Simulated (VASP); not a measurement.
# Al6N5 (a cell with a defect) in VASP: single point with PBEsol

Aim: the single point of Al6N5 (a cell with a defect) with PBEsol.

Program: VASP 6.6.1. These are calculated values, not measurements. Logs are shortened: lines on timing, memory, paths and dates and some standing lists are left out, and cuts for length are marked.

## 1. The cell of the first run

The cell holds a defect, 11 atoms: a = 5.295 Å, b = 5.295 Å, c = 5.295 Å, α = 65.36°, β = 65.36°, γ = 65.36°.

## 2. Single point, PBEsol (atoms taken out)

Input file INCAR:

```
SYSTEM = Al6N5
PREC = Accurate
ENCUT = 520
EDIFF = 1E-6
ISMEAR = 0
SIGMA = 0.05
LREAL = .FALSE.
LASPH = .TRUE.
NELM = 100
ALGO = Normal
ISIF = 2
LWAVE = .FALSE.
LCHARG = .FALSE.
GGA = PS
NBANDS = 32
NELECT = 40.0
```

Input file KPOINTS:

```
regular mesh
0
G
  6 6 6
  0 0 0
```

Input file POSCAR:

```
Al6N5
1.0
   -3.3014697842      0.0000000000      4.1398709024
    1.6507348921     -2.8591567030      4.1398709024
    1.6507348921      2.8591567030      4.1398709024
Al N
6 5
Direct
    0.2500000000      0.9166666667      0.5833333333
    0.5833333333      0.2500000000      0.9166666667
    0.9166666667      0.5833333333      0.2500000000
    0.7500000000      0.0833333333      0.4166666667
    0.0833333333      0.4166666667      0.7500000000
    0.4166666667      0.7500000000      0.0833333333
    0.4166666667      0.0833333333      0.7500000000
    0.7500000000      0.4166666667      0.0833333333
    0.9849851686      0.0925899856      0.5387875771
    0.2500000000      0.5833333333      0.9166666667
    0.5833333333      0.9166666667      0.2500000000
```

Potentials or basis: VASP PAW PBE potentials, release 64 (Al, N).

On the command line:

```
$ cat potpaw_PBE.64/Al/POTCAR potpaw_PBE.64/N/POTCAR > POTCAR
$ mpirun -np 1 vasp_std > vasp.out
```

OUTCAR:

```text
SYSTEM = Al6N5
   PREC = Accurate
   ENCUT = 520
   EDIFF = 1E-6
   ISMEAR = 0
   LREAL = .FALSE.
   LASPH = .TRUE.
   NELM = 100
   ISIF = 2
   GGA = PS
   NELECT = 40.0

 ion  position               nearest neighbor table
   1  0.250  0.917  0.583-   9 1.38  11 1.91  10 1.91   7 2.07   4 2.81   4 2.81   5 2.81   6 2.81
                             5 2.81   6 2.81   2 3.30   3 3.30   2 3.30   3 3.30   2 3.30   3 3.30
   2  0.583  0.250  0.917-  10 1.91  11 1.91   7 2.07   8 2.07   9 2.36   6 2.81   6 2.81   4 2.81
                             5 2.81   5 2.81   4 2.81   3 3.30   1 3.30   1 3.30   3 3.30   1 3.30
   3  0.917  0.583  0.250-  10 1.91  11 1.91   8 2.07   9 2.36   5 2.81   5 2.81   4 2.81   6 2.81
                             6 2.81   4 2.81   2 3.30   1 3.30   1 3.30   1 3.30   2 3.30   2 3.30
   4  0.750  0.083  0.417-   9 1.65   7 1.91   8 1.91  11 2.07   1 2.81   1 2.81   3 2.81   2 2.81
                             3 2.81   2 2.81   5 3.30   6 3.30   6 3.30   5 3.30   6 3.30   5 3.30
   5  0.083  0.417  0.750-   8 1.91   7 1.91  10 2.07   3 2.81   3 2.81   1 2.81   2 2.81   2 2.81
                             1 2.81   6 3.30   4 3.30   4 3.30   6 3.30   6 3.30   4 3.30
   6  0.417  0.750  0.083-   8 1.91   7 1.91  10 2.07  11 2.07   2 2.81   2 2.81   3 2.81   1 2.81
                             3 2.81   1 2.81   5 3.30   4 3.30   4 3.30   4 3.30   5 3.30   5 3.30
   7  0.417  0.083  0.750-   4 1.91   6 1.91   5 1.91   2 2.07   1 2.07
   8  0.750  0.417  0.083-   5 1.91   6 1.91   4 1.91   3 2.07   2 2.07
   9  0.985  0.093  0.539-   1 1.38   4 1.65   3 2.36   2 2.36
  10  0.250  0.583  0.917-   2 1.91   3 1.91   1 1.91   5 2.07   6 2.07
  11  0.583  0.917  0.250-   1 1.91   2 1.91   3 1.91   4 2.07   6 2.07

  LATTYP: Found a trigonal (rhomboedric) cell.
 ALAT       =     5.2951141465
 COS(alpha) =     0.4168835952

  Lattice vectors:

 A1 = (  -3.3014697842,   0.0000000000,   4.1398709024)
 A2 = (   1.6507348921,  -2.8591567030,   4.1398709024)
 A3 = (   1.6507348921,   2.8591567030,   4.1398709024)

Analysis of symmetry for initial positions (statically):
=====================================================================
 Subroutine PRICEL returns:
 Original cell was already a primitive cell.

 Routine SETGRP: Setting up the symmetry group for a
 trigonal (rhombohedral) supercell.

 Subroutine GETGRP returns: Found  1 space group operations
 (whereof  1 operations were pure point group operations)
 out of a pool of 12 trial point group operations.

The static configuration has the point symmetry C_1 .

Analysis of symmetry for dynamics (positions and initial velocities):
=====================================================================
 Subroutine PRICEL returns:
 Original cell was already a primitive cell.

 Routine SETGRP: Setting up the symmetry group for a
 trigonal (rhombohedral) supercell.

 Subroutine GETGRP returns: Found  1 space group operations
 (whereof  1 operations were pure point group operations)
 out of a pool of 12 trial point group operations.

The dynamic configuration has the point symmetry C_1 .

 Subroutine INISYM returns: Found  1 space group operations
 (whereof  1 operations are pure point group operations),
 and found     1 'primitive' translations

----------------------------------------------------------------------------------------

                                     Primitive cell

  volume of cell :     117.2339

  direct lattice vectors                    reciprocal lattice vectors
    -3.301469784  0.000000000  4.139870902    -0.201930264  0.000000000  0.080517809
     1.650734892 -2.859156703  4.139870902     0.100965132 -0.174876739  0.080517809
     1.650734892  2.859156703  4.139870902     0.100965132  0.174876739  0.080517809

  length of vectors
     5.295114147  5.295114147  5.295114147     0.217391235  0.217391235  0.217391235

  position of ions in fractional coordinates (direct lattice)
     0.250000000  0.916666667  0.583333333
     0.583333333  0.250000000  0.916666667
     0.916666667  0.583333333  0.250000000
     0.750000000  0.083333333  0.416666667
     0.083333333  0.416666667  0.750000000
     0.416666667  0.750000000  0.083333333
     0.416666667  0.083333333  0.750000000
     0.750000000  0.416666667  0.083333333
     0.984985169  0.092589986  0.538787577
     0.250000000  0.583333333  0.916666667
     0.583333333  0.916666667  0.250000000

  ion indices of the primitive-cell ions
   primitive index   ion index
                 1           1
                 2           2
                 3           3
                 4           4
                 5           5
                 6           6
                 7           7
                 8           8
                 9           9
                10          10
                11          11

----------------------------------------------------------------------------------------

 KPOINTS: regular mesh

Automatic generation of k-mesh.
 Grid dimensions read from file:
 generate k-points for:    6    6    6

 Generating k-lattice:

  Cartesian coordinates                     Fractional coordinates (reciprocal lattice)
    -0.033655044  0.000000000  0.013419635     0.166666667  0.000000000  0.000000000
     0.016827522 -0.029146123  0.013419635     0.000000000  0.166666667  0.000000000
     0.016827522  0.029146123  0.013419635     0.000000000  0.000000000  0.166666667

  Length of vectors
     0.036231873  0.036231873  0.036231873

  Shift w.r.t. Gamma in fractional coordinates (k-lattice)
     0.000000000  0.000000000  0.000000000

 Subroutine IBZKPT returns following result:
 ===========================================

 Found    112 irreducible k-points:

 Following reciprocal coordinates:
            Coordinates               Weight
  0.000000  0.000000  0.000000      1.000000
  0.166667 -0.000000 -0.000000      2.000000
 -0.000000  0.166667 -0.000000      2.000000
 -0.000000 -0.000000  0.166667      2.000000
  0.333333  0.000000  0.000000      2.000000
  0.000000  0.333333 -0.000000      2.000000
[... 16 lines left out ...]
 -0.166667  0.500000 -0.000000      2.000000
  0.166667 -0.000000  0.500000      2.000000
 [... further k-points ...]
   k-points           NKPTS =    112   k-points in BZ     NKDIM =    112   number of bands    NBANDS=     32
   number of dos      NEDOS =    301   number of ions     NIONS =     11
   total plane-waves  NPLWV =  64000
   dimension x,y,z NGX =    40 NGY =   40 NGZ =   40
   dimension x,y,z NGXF=    80 NGYF=   80 NGZF=   80
   ions per type =               6   5
   NGX,Y,Z   is equivalent  to a cutoff of  12.56, 12.56, 12.56 a.u.
   NGXF,Y,Z  is equivalent  to a cutoff of  25.12, 25.12, 25.12 a.u.
 SYSTEM =  Al6N5
   PREC   = accura    normal or accurate (medium, high low for compatibility)
   ISTART =      0    job   : 0-new  1-cont  2-samecut
   ICHARG =      2    charge: 1-file 2-atom 10-const
   ISPIN  =      1    spin polarized calculation?
   LNONCOLLINEAR =      F non collinear calculations
   LSORBIT =      F    spin-orbit coupling
   LASPH  =      T    aspherical Exc in radial PAW
   ENCUT  =  520.0 eV  38.22 Ry    6.18 a.u.   9.85  9.85  9.85*2*pi/ulx,y,z
   NELM   =    100;   NELMIN=  2; NELMDL= -5     # of ELM steps
   EDIFF  = 0.1E-05   stopping-criterion for ELM
   LREAL  =      F    real-space projection
   EDIFFG = 0.1E-04   stopping-criterion for IOM
   NSW    =      0    number of steps for IOM
   IBRION =     -1    ionic relax: 0-MD 1-quasi-New 2-CG
   NFREE  =      0    steps in history (QN), initial steepest desc. (CG)
   ISIF   =      2    stress and relaxation
   ISYM   =      2    0-nonsym 1-usesym 2-fastsym
   POTIM  = 0.5000    time-step for ionic-motion
   TEBEG  =    0.0;   TEEND  =   0.0 temperature during run
   PSTRESS=    0.0 pullay stress
   NELECT =      40.0000    total number of electrons
   NUPDOWN=      -1.0000    fix difference up-down
   EMIN   =  10.00;   EMAX   =-10.00  energy-range for DOS
   EFERMI =   0.00;   METHOD = LEGACY
   ISMEAR =     0;   SIGMA  =   0.05  broadening in eV -4-tet -1-fermi 0-gaus
   EFERMI_NEDOS =   21; number of points for ismear=-14 and -15
   IALGO  =     38    algorithm
   IMIX   =      4    mixing-type and parameters
     AMIX     =   0.40;   BMIX     =  1.00
     AMIX_MAG =   1.60;   BMIX_MAG =  1.00
  volume/ion in A,a.u.               =      10.66        71.92
  Fermi-wavevector in a.u.,A,eV,Ry     =   1.143959  2.161769 17.805152  1.308642
  Thomas-Fermi vector in A             =   2.280652
   LORBIT       =      0    0 simple, 1 ext, 2 COOP (PROOUT), +10 PAW based schemes
   GGA     = PS    functional components
   LHFCALC =     F    Hartree Fock is set to
   AEXX    =    0.0000 exact exchange contribution
   IVDW    =     0    specifies the selected vdW correction
   LEPSILON=     F    determine dielectric tensor
   LRPA    =     F    only Hartree local field effects (RPA)
 non-spin polarized calculation
 Gauss-broadening in eV      SIGMA  =   0.05
  energy-cutoff  :      520.00
  volume of cell :      117.23
 maximum number of plane-waves:      3199
   NGX = 19   NGY = 19   NGZ = 19

 number of electron      40.0000000 magnetization

 Free energy of the ion-electron system (eV)
  ---------------------------------------------------
  ext. energy  EPLUGINS =         0.00000000
  ---------------------------------------------------
  free energy    TOTEN  =       -96.37605069 eV

  energy without entropy =      -96.37428013  energy(sigma->0) =      -96.37516541

 E-fermi :   6.5342     XC(G=0): -10.7354

 val. band max:        6.5307126010   @ k =   0.1667  -0.0000  -0.0000
 cond. band min:       6.5444288822   @ k =  -0.1667   0.1667  -0.0000
 fundamental gap:      0.0137162812
 Fermi energy:         6.5341846723

 k-point     1 :       0.0000    0.0000    0.0000
  band No.  band energies     occupation
      1      -8.8765      2.00000
      2      -6.7341      2.00000
      3      -6.6585      2.00000
      4      -6.3782      2.00000
      5      -5.8864      2.00000
      6       1.0189      2.00000
[... 24 lines left out ...]
     31      15.9905      0.00000
     32      16.4290      0.00000

 k-point     2 :       0.1667   -0.0000   -0.0000
  band No.  band energies     occupation
      1      -8.7638      2.00000
      2      -6.8566      2.00000
      3      -6.7673      2.00000
      4      -6.3701      2.00000
      5      -5.8612      2.00000
      6       0.8904      2.00000
[... 24 lines left out ...]
     31      15.9487      0.00000
     32      16.3908      0.00000

 k-point     3 :      -0.0000    0.1667   -0.0000
  band No.  band energies     occupation
      1      -8.7653      2.00000
      2      -6.9138      2.00000
      3      -6.6900      2.00000
      4      -6.3412      2.00000
      5      -5.9174      2.00000
      6       0.8872      2.00000
[... 24 lines left out ...]
     31      16.0399      0.00000
     32      16.2591      0.00000

 k-point     4 :      -0.0000   -0.0000    0.1667
  band No.  band energies     occupation
      1      -8.7702      2.00000
      2      -6.9990      2.00000
      3      -6.6103      2.00000
      4      -6.3079      2.00000
      5      -5.9161      2.00000
      6       0.8810      2.00000
[... 654 lines left out ...]
     31      15.5980      0.00000
     32      16.2118      0.00000

 k-point    23 :      -0.1667    0.5000   -0.0000
  band No.  band energies     occupation
      1      -8.0675      2.00000
      2      -7.6410      2.00000
      3      -6.8858      2.00000
      4      -6.3331      2.00000
      5      -6.0556      2.00000
      6       0.5983      2.00000
[... 24 lines left out ...]
     31      15.7654      0.00000
     32      16.0963      0.00000

 k-point    24 :       0.1667   -0.0000    0.5000
  band No.  band energies     occupation
      1      -8.0898      2.00000
      2      -7.7514      2.00000
      3      -6.7966      2.00000
      4      -6.2106      2.00000
      5      -6.0367      2.00000
      6       0.4391      2.00000
[... 24 lines left out ...]
     31      15.6892      0.00000
     32      16.3162      0.00000

 [... further k-points ...]

------------------------ aborting loop because EDIFF is reached ----------------------------------------

  FORCE on cell =-STRESS in cart. coord.  units (eV):
  Direction    XX          YY          ZZ          XY          YZ          ZX
  --------------------------------------------------------------------------------------
  -------------------------------------------------------------------------------------
  Total       -8.3595181    -23.6533616    -22.3704676    -13.2779373      6.8001782    -17.9023652
  in kB     -114.2453374   -323.2586201   -305.7259514   -181.4629037     92.9346217   -244.6626397
  external PRESSURE =    -247.7433030 kB  Pullay stress =       0.0000000 kB

 VOLUME and BASIS-vectors are now :
 -----------------------------------------------------------------------------
  energy-cutoff  :      520.00
  volume of cell :      117.23
      direct lattice vectors                 reciprocal lattice vectors
    -3.301469784  0.000000000  4.139870902    -0.201930264  0.000000000  0.080517809
     1.650734892 -2.859156703  4.139870902     0.100965132 -0.174876739  0.080517809
     1.650734892  2.859156703  4.139870902     0.100965132  0.174876739  0.080517809

 POSITION                                       TOTAL-FORCE (eV/Angst)
 -----------------------------------------------------------------------------------
      1.65073     -0.95305      7.24477       -20.506086     11.824351     12.805199
      0.00000      1.90610      7.24477        -0.381636      0.652712     -0.624354
     -1.65073     -0.95305      7.24477        -0.851443     -0.067286     -3.454277
     -1.65073      0.95305      5.17484         3.202723     -1.477436     -5.043805
      1.65073      0.95305      5.17484        -0.113384      2.444413      1.674636
     -0.00000     -1.90610      5.17484        -1.874457     -1.328554      0.048566
     -0.00000      1.90610      5.17484         1.135833     -0.633789      0.091086
     -1.65073     -0.95305      5.17484        -0.332900     -0.925574     -1.111457
     -2.20966      1.27575      6.69153        20.554809    -12.139421     -4.679038
      1.65073      0.95305      7.24477        -0.000147      0.204160      0.230839
      0.00000     -1.90610      7.24477        -0.833312      1.446426      0.062605
 -----------------------------------------------------------------------------------
    total drift:                               -0.001169      0.000678     -0.000105

  FREE ENERGIE OF THE ION-ELECTRON SYSTEM (eV)
  ---------------------------------------------------
  free  energy   TOTEN  =       -96.3760506916 eV

  energy  without entropy=      -96.3742801320  energy(sigma->0) =      -96.37516541
```

It took 12 min on 1 thread of Intel Xeon 8259CL, shared host; peak memory 0.44 GiB.

Results:

* Free energy: -96.3761 eV
* Largest force: 26.913 eV/Å

Forces on the atoms (eV/Å):
```
Al  -20.506  11.824  12.805
Al   -0.382   0.653  -0.624
Al   -0.851  -0.067  -3.454
Al    3.203  -1.477  -5.044
Al   -0.113   2.444   1.675
Al   -1.874  -1.329   0.049
N     1.136  -0.634   0.091
N    -0.333  -0.926  -1.111
N    20.555 -12.139  -4.679
N     0.000   0.204   0.231
N    -0.833   1.446   0.063
```

Caveat: the cell carries a net charge on a neutralising background, which shifts energy and pressure; the cell differs from its parent crystal (atoms taken out); the cell is charged against a uniform background, so pressure and absolute levels hang on convention; the PAW data sets were made with another functional, which shifts forces and pressure a little.
